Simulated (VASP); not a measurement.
# BiSb2O2 (P4/mmm) in VASP: further runs

Runs on BiSb2O2. Level: PBE. Tasks: relaxation of cell and atoms.

Everything below comes from runs of VASP 6.6.1. Logs are shortened: lines on timing, memory, paths and dates and some standing lists are left out, and cuts for length are marked.

**1. The cell of the first run**

It takes space group P4/mmm (No. 123, tetragonal). Conventional cell: a = 4.166 Å, b = 4.166 Å, c = 7.450 Å, α = 90.00°, β = 90.00°, γ = 90.00°. Sb (site symmetry 4/mmm) has 8 O at 3.65 Å and 2 Bi at 3.72 Å and 12 Sb at 4.17 to 4.75 Å within 4.8 Å. Within 2.1 Å of Sb (site symmetry 4/mmm) lie 2 O at 1.57 Å. Bi (site symmetry 4/mmm) has 6 Sb at 2.95 to 3.72 Å and 8 O at 3.34 Å within 3.9 Å. Within 2.1 Å of O (site symmetry 4mm) lie 1 Sb at 1.57 Å.

The cell was generated, and may not be a known phase.

**2. Relaxation of cell and atoms, PBE**

Contents of INCAR:

```
SYSTEM = BiSb2O2
PREC     = Accurate       ! precision mode
ENCUT    = 600            ! plane-wave cutoff, eV
EDIFF    = 1E-6           ! SCF threshold, eV
ISMEAR   = 0              ! smearing method
SIGMA    = 0.1            ! smearing width, eV
LREAL    = .FALSE.        ! projectors in reciprocal space
LASPH    = .TRUE.         ! aspherical terms in the spheres
NELM     = 100            ! most SCF steps
ALGO     = Normal         ! electronic algorithm
ISIF     = 3              ! what is computed and relaxed
LWAVE    = .FALSE.        ! write WAVECAR
LCHARG   = .FALSE.        ! write CHGCAR
GGA      = PE             ! functional
IBRION   = 2              ! ionic algorithm
NSW      = 90             ! ionic steps
EDIFFG   = -0.04          ! ionic threshold
```

Contents of KPOINTS:

```
Automatic mesh
0
G
  4 4 4
  0 0 0
```

Contents of POSCAR:

```
BiSb2O2
1.0
    4.1656907300      0.0000000000      0.0000000000
    0.0000000000      4.1656907300      0.0000000000
    0.0000000000      0.0000000000      7.4495367900
Sb Bi O
2 1 2
Direct
    0.5000000000      0.5000000000      0.5000000000
    0.0000000000      0.0000000000      0.0000000000
    0.5000000000      0.5000000000      0.0000000000
    0.0000000000      0.0000000000      0.7898384100
    0.0000000000      0.0000000000      0.2101615900
```

Potentials or basis: VASP PAW PBE potentials, release 64 (Sb, Bi_d, O).

Command:

```console
$ cat potpaw_PBE.64/Sb/POTCAR potpaw_PBE.64/Bi_d/POTCAR potpaw_PBE.64/O/POTCAR > POTCAR
$ mpirun -np 1 vasp_std > vasp.out
```

OUTCAR:

```text
SYSTEM = BiSb2O2
   PREC = Accurate
   ENCUT = 600
   EDIFF = 1E-6
   ISMEAR = 0
   LREAL = .FALSE.
   LASPH = .TRUE.
   NELM = 100
   ISIF = 3
   GGA = PE
   IBRION = 2
   NSW = 90
   EDIFFG = -0.04

 ion  position               nearest neighbor table
   1  0.500  0.500  0.500-   3 3.72   3 3.72
   2  0.000  0.000  0.000-   4 1.57   5 1.57   3 2.95   3 2.95   3 2.95   3 2.95
   3  0.500  0.500  0.000-   2 2.95   2 2.95   2 2.95   2 2.95   1 3.72   1 3.72
   4  0.000  0.000  0.790-   2 1.57
   5  0.000  0.000  0.210-   2 1.57

  LATTYP: Found a simple tetragonal cell.
 ALAT       =     4.1656907300
 C/A-ratio  =     1.7883076956

  Lattice vectors:

 A1 = (   4.1656907300,   0.0000000000,   0.0000000000)
 A2 = (   0.0000000000,   4.1656907300,   0.0000000000)
 A3 = (   0.0000000000,   0.0000000000,   7.4495367900)

Analysis of symmetry for initial positions (statically):
=====================================================================
 Subroutine PRICEL returns:
 Original cell was already a primitive cell.

 Routine SETGRP: Setting up the symmetry group for a
 simple tetragonal supercell.

 Subroutine GETGRP returns: Found 16 space group operations
 (whereof 16 operations were pure point group operations)
 out of a pool of 16 trial point group operations.

The static configuration has the point symmetry D_4h.

Analysis of symmetry for dynamics (positions and initial velocities):
=====================================================================
 Subroutine PRICEL returns:
 Original cell was already a primitive cell.

 Routine SETGRP: Setting up the symmetry group for a
 simple tetragonal supercell.

 Subroutine GETGRP returns: Found 16 space group operations
 (whereof 16 operations were pure point group operations)
 out of a pool of 16 trial point group operations.

The dynamic configuration has the point symmetry D_4h.

 Subroutine INISYM returns: Found 16 space group operations
 (whereof 16 operations are pure point group operations),
 and found     1 'primitive' translations

----------------------------------------------------------------------------------------

                                     Primitive cell

  volume of cell :     129.2717

  direct lattice vectors                    reciprocal lattice vectors
     4.165690730  0.000000000  0.000000000     0.240056227  0.000000000  0.000000000
     0.000000000  4.165690730  0.000000000     0.000000000  0.240056227  0.000000000
     0.000000000  0.000000000  7.449536790     0.000000000  0.000000000  0.134236534

  length of vectors
     4.165690730  4.165690730  7.449536790     0.240056227  0.240056227  0.134236534

  position of ions in fractional coordinates (direct lattice)
     0.500000000  0.500000000  0.500000000
     0.000000000  0.000000000  0.000000000
     0.500000000  0.500000000  0.000000000
     0.000000000  0.000000000  0.789838410
     0.000000000  0.000000000  0.210161590

  ion indices of the primitive-cell ions
   primitive index   ion index
                 1           1
                 2           2
                 3           3
                 4           4
                 5           5

----------------------------------------------------------------------------------------

 KPOINTS: Automatic mesh

Automatic generation of k-mesh.
 Grid dimensions read from file:
 generate k-points for:    4    4    4

 Generating k-lattice:

  Cartesian coordinates                     Fractional coordinates (reciprocal lattice)
     0.060014057  0.000000000  0.000000000     0.250000000  0.000000000  0.000000000
     0.000000000  0.060014057  0.000000000     0.000000000  0.250000000  0.000000000
     0.000000000  0.000000000  0.033559134     0.000000000  0.000000000  0.250000000

  Length of vectors
     0.060014057  0.060014057  0.033559134

  Shift w.r.t. Gamma in fractional coordinates (k-lattice)
     0.000000000  0.000000000  0.000000000

 Subroutine IBZKPT returns following result:
 ===========================================

 Found     18 irreducible k-points:

 Following reciprocal coordinates:
            Coordinates               Weight
  0.000000  0.000000  0.000000      1.000000
  0.250000  0.000000  0.000000      4.000000
  0.500000  0.000000  0.000000      2.000000
  0.250000  0.250000  0.000000      4.000000
  0.500000  0.250000  0.000000      4.000000
  0.500000  0.500000  0.000000      1.000000
[... 10 lines left out ...]
  0.500000  0.250000  0.500000      4.000000
  0.500000  0.500000  0.500000      1.000000
   k-points           NKPTS =     18   k-points in BZ     NKDIM =     18   number of bands    NBANDS=     22
   number of dos      NEDOS =    301   number of ions     NIONS =      5
   total plane-waves  NPLWV =  77760
   dimension x,y,z NGX =    36 NGY =   36 NGZ =   60
   dimension x,y,z NGXF=    72 NGYF=   72 NGZF=  120
   ions per type =               2   1   2
   NGX,Y,Z   is equivalent  to a cutoff of  14.37, 14.37, 13.39 a.u.
   NGXF,Y,Z  is equivalent  to a cutoff of  28.73, 28.73, 26.78 a.u.
 SYSTEM =  BiSb2O2
   PREC   = accura    normal or accurate (medium, high low for compatibility)
   ISTART =      0    job   : 0-new  1-cont  2-samecut
   ICHARG =      2    charge: 1-file 2-atom 10-const
   ISPIN  =      1    spin polarized calculation?
   LNONCOLLINEAR =      F non collinear calculations
   LSORBIT =      F    spin-orbit coupling
   LASPH  =      T    aspherical Exc in radial PAW
   ENCUT  =  600.0 eV  44.10 Ry    6.64 a.u.   8.32  8.32 14.88*2*pi/ulx,y,z
   NELM   =    100;   NELMIN=  2; NELMDL= -5     # of ELM steps
   EDIFF  = 0.1E-05   stopping-criterion for ELM
   LREAL  =      F    real-space projection
   EDIFFG = -.4E-01   stopping-criterion for IOM
   NSW    =     90    number of steps for IOM
   IBRION =      2    ionic relax: 0-MD 1-quasi-New 2-CG
   NFREE  =      1    steps in history (QN), initial steepest desc. (CG)
   ISIF   =      3    stress and relaxation
   ISYM   =      2    0-nonsym 1-usesym 2-fastsym
   POTIM  = 0.5000    time-step for ionic-motion
   TEBEG  =    0.0;   TEEND  =   0.0 temperature during run
   PSTRESS=    0.0 pullay stress
   NELECT =      37.0000    total number of electrons
   NUPDOWN=      -1.0000    fix difference up-down
   EMIN   =  10.00;   EMAX   =-10.00  energy-range for DOS
   EFERMI =   0.00;   METHOD = LEGACY
   ISMEAR =     0;   SIGMA  =   0.10  broadening in eV -4-tet -1-fermi 0-gaus
   EFERMI_NEDOS =   21; number of points for ismear=-14 and -15
   IALGO  =     38    algorithm
   IMIX   =      4    mixing-type and parameters
     AMIX     =   0.40;   BMIX     =  1.00
     AMIX_MAG =   1.60;   BMIX_MAG =  1.00
  volume/ion in A,a.u.               =      25.85       174.47
  Fermi-wavevector in a.u.,A,eV,Ry     =   1.078883  2.038793 15.837022  1.163988
  Thomas-Fermi vector in A             =   2.214833
   LORBIT       =      0    0 simple, 1 ext, 2 COOP (PROOUT), +10 PAW based schemes
   GGA     = PE    functional components
   LHFCALC =     F    Hartree Fock is set to
   AEXX    =    0.0000 exact exchange contribution
   IVDW    =     0    specifies the selected vdW correction
   LEPSILON=     F    determine dielectric tensor
   LRPA    =     F    only Hartree local field effects (RPA)
 conjugate gradient relaxation of ions
 non-spin polarized calculation
 Gauss-broadening in eV      SIGMA  =   0.10
  energy-cutoff  :      600.00
  volume of cell :      129.27
 maximum number of plane-waves:      4358
 NGX is ok and might be reduce to    36
   NGX = 17   NGY = 17   NGZ = 29

--------------------------------------- Ionic step        1  -------------------------------------------

 number of electron      36.9999994 magnetization

 Free energy of the ion-electron system (eV)
  ---------------------------------------------------
  ext. energy  EPLUGINS =         0.00000000
  ---------------------------------------------------
  free energy    TOTEN  =       -14.13896700 eV

  energy without entropy =      -14.09476676  energy(sigma->0) =      -14.11686688

------------------------ aborting loop because EDIFF is reached ----------------------------------------

  FORCE on cell =-STRESS in cart. coord.  units (eV):
  Direction    XX          YY          ZZ          XY          YZ          ZX
  --------------------------------------------------------------------------------------
  -------------------------------------------------------------------------------------
  Total        5.3289812      5.3289812     62.6142243      0.0000000      0.0000000      0.0000000
  in kB       66.0467502     66.0467502    776.0331444      0.0000000      0.0000000      0.0000000
  external PRESSURE =     302.7088816 kB  Pullay stress =       0.0000000 kB
[... 65 lines left out ...]
--------------------------------------- Ionic step        3  -------------------------------------------

 number of electron      37.0000009 magnetization

 E-fermi :  -0.1253     XC(G=0):  -6.8185

 val. band max:       -0.1258192299   @ k =   0.5000   0.2500   0.2500
 cond. band min:      -0.1240319622   @ k =   0.2500   0.2500   0.0000
 fundamental gap:      0.0017872677
 Fermi energy:        -0.1253281051

 k-point     1 :       0.0000    0.0000    0.0000
  band No.  band energies     occupation
      1     -22.9713      2.00000
      2     -22.9620      2.00000
      3     -22.9404      2.00000
      4     -22.9224      2.00000
      5     -22.9224      2.00000
      6     -15.1477      2.00000
[... 471 lines left out ...]
  FREE ENERGIE OF THE ION-ELECTRON SYSTEM (eV)
  ---------------------------------------------------
  free  energy   TOTEN  =       -13.2233375220 eV

  energy  without entropy=      -13.1755186561  energy(sigma->0) =      -13.19942809

 E-fermi :   4.5103     XC(G=0):  -9.1541

 val. band max:        4.4997037875   @ k =   0.0000   0.0000   0.5000
 cond. band min:       4.5142908285   @ k =   0.5000   0.0000   0.5000
 fundamental gap:      0.0145870410
 Fermi energy:         4.5103381919

 k-point     1 :       0.0000    0.0000    0.0000
  band No.  band energies     occupation
      1     -18.1943      2.00000
      2     -18.1427      2.00000
      3     -18.1427      2.00000
      4     -18.0880      2.00000
      5     -18.0776      2.00000
      6     -13.1616      2.00000
[... 439 lines left out ...]
     21       5.0189      0.00000
     22       5.0189      0.00000

[... ionic steps 4 to 22 ...]

--------------------------------------- Ionic step       23  -------------------------------------------

 number of electron      36.9999998 magnetization

------------------------ aborting loop because EDIFF is reached ----------------------------------------
[... 73 lines left out ...]
--------------------------------------- Ionic step       25  -------------------------------------------

 number of electron      36.9999999 magnetization

 Free energy of the ion-electron system (eV)
  ---------------------------------------------------
  ext. energy  EPLUGINS =         0.00000000
  ---------------------------------------------------
  free energy    TOTEN  =       -21.14724862 eV

  energy without entropy =      -21.13234144  energy(sigma->0) =      -21.13979503

 E-fermi :   5.7951     XC(G=0):  -9.7183

 val. band max:        5.7591923234   @ k =   0.0000   0.0000   0.2500
 cond. band min:       5.8211412525   @ k =   0.5000   0.0000   0.5000
 fundamental gap:      0.0619489292
 Fermi energy:         5.7951333937

 k-point     1 :       0.0000    0.0000    0.0000
  band No.  band energies     occupation
      1     -17.0296      2.00000
      2     -16.9883      2.00000
      3     -16.9731      2.00000
      4     -16.9731      2.00000
      5     -16.9714      2.00000
      6     -11.9699      2.00000
[... 471 lines left out ...]
  FREE ENERGIE OF THE ION-ELECTRON SYSTEM (eV)
  ---------------------------------------------------
  free  energy   TOTEN  =       -21.1472486168 eV

  energy  without entropy=      -21.1323414354  energy(sigma->0) =      -21.13979503

 reached required accuracy - stopping structural energy minimisation
```

Wall time 17 min (1 thread of AMD EPYC 7R13 (Zen 3), shared host); peak memory 0.3 GiB.

Results:

| Quantity | Value |
| --- | --- |
| Free energy | -21.1472 eV |
| Relaxed volume | 22.49 Å³/atom |
| Relaxed cell | a = 4.169 Å, b = 4.169 Å, c = 6.471 Å, α = 90.00°, β = 90.00°, γ = 90.00° |
| Space group after relaxing (to 0.1 Å) | P4/mmm (No. 123) |
| Energy gained by relaxing | 1401.7 meV/atom |
| Ionic steps | 25 |
| Pressure after relaxing | 0.1 GPa |
| Largest force after relaxing | 0.009 eV/Å |
| Band gap on the k mesh | zero (an odd number of electrons rules out a gap without spin polarisation) |

Forces on the atoms (eV/Å):
```
Sb   0.000  0.000  0.000
Sb   0.000  0.000  0.000
Bi   0.000  0.000  0.000
O    0.000  0.000  0.009
O    0.000  0.000 -0.009
```

Step by step:
| step | energy change (eV) | largest force (eV/Å) | pressure (GPa) | volume (Å³) |
| --- | --- | --- | --- | --- |
| 1 | 0.0000 | 21.7186 | 30.27 | 129.27 |
| 2 | 1.5017 | 1.1005 | -9.16 | 229.24 |
| 3 | 0.9156 | 0.9469 | -8.71 | 217.88 |
| 4 | 0.4421 | 0.8072 | -8.44 | 208.70 |
| 5 | -2.4289 | 0.5489 | -8.05 | 167.58 |
| 6 | -4.5627 | 1.1112 | -6.97 | 148.08 |
| 7 | -5.5512 | 0.4169 | -4.12 | 138.59 |
| 8 | -5.8029 | 0.6823 | -1.25 | 133.91 |
| 9 | -5.8106 | 1.3242 | 0.13 | 132.38 |
| 10 | -5.8138 | 1.0855 | -0.38 | 132.91 |
| 11 | -5.8137 | 1.1176 | -0.32 | 132.84 |
| 12 | -6.0546 | 1.4552 | -0.61 | 132.16 |
| 13 | -6.4134 | 2.6115 | 0.32 | 129.13 |
| 14 | -6.5169 | 2.1214 | -0.57 | 129.01 |
| 15 | -6.6884 | 0.7752 | -2.78 | 128.59 |
| 16 | -6.7034 | 0.3345 | -3.40 | 128.42 |
| 17 | -6.7593 | 0.3159 | -3.14 | 126.51 |
| 18 | -6.8991 | 0.2659 | -2.07 | 120.88 |
| 19 | -6.9937 | 0.1296 | 1.64 | 110.05 |
| 20 | -6.9999 | 0.1691 | 0.60 | 112.40 |
| 21 | -7.0001 | 0.1629 | 0.77 | 112.02 |
| 22 | -7.0075 | 0.0460 | 0.07 | 112.47 |
| 23 | -7.0077 | 0.0764 | -0.03 | 112.53 |
| 24 | -7.0080 | 0.0566 | -0.01 | 112.51 |
| 25 | -7.0083 | 0.0092 | 0.06 | 112.46 |

Final structure:
```
CELL_PARAMETERS angstrom
4.16874 0.00000 0.00000
0.00000 4.16874 0.00000
0.00000 0.00000 6.47103
ATOMIC_POSITIONS crystal
Sb 0.50000 0.50000 0.50000
Sb 0.00000 0.00000 0.00000
Bi 0.50000 0.50000 0.00000
O 0.00000 0.00000 0.68982
O 0.00000 0.00000 0.31018
```

Levels at points of the mesh, in eV from the Fermi level:
```
           k point  band 15  band 16  band 17  band 18  band 19  band 20  band 21  band 22
(0.00, 0.00, 0.00)    -1.91    -1.91    -1.19    -1.19    -0.90     1.49     1.49     3.30
(0.50, 0.00, 0.00)    -2.57    -1.85    -0.86    -0.34    -0.13     1.04     1.39     1.56
(0.50, 0.50, 0.00)    -2.69    -2.69    -2.34    -2.34    -1.28     0.78     0.78     4.83
(0.00, 0.00, 0.50)    -2.71    -0.70    -0.70    -0.32    -0.21     0.67     1.65     1.65
(0.50, 0.00, 0.50)    -2.26    -1.28    -1.05    -0.37     0.03     0.13     0.95     1.26
(0.50, 0.50, 0.50)    -3.76    -1.36    -1.36     0.14     0.39     0.43     0.85     0.85
```

Caveat: the k points lie up to 0.38 Å⁻¹ apart in the final cell, too coarse for converged energies and pressures of a metal; spin-orbit coupling is left out, which moves the levels of the heavy elements; an odd number of electrons without spin polarisation forces a metal; a magnetic or distorted state may lie lower.

(Part 1 of 2 ends here.)

The gap in the log of VASP goes by the Fermi energy; the results here count the filled bands.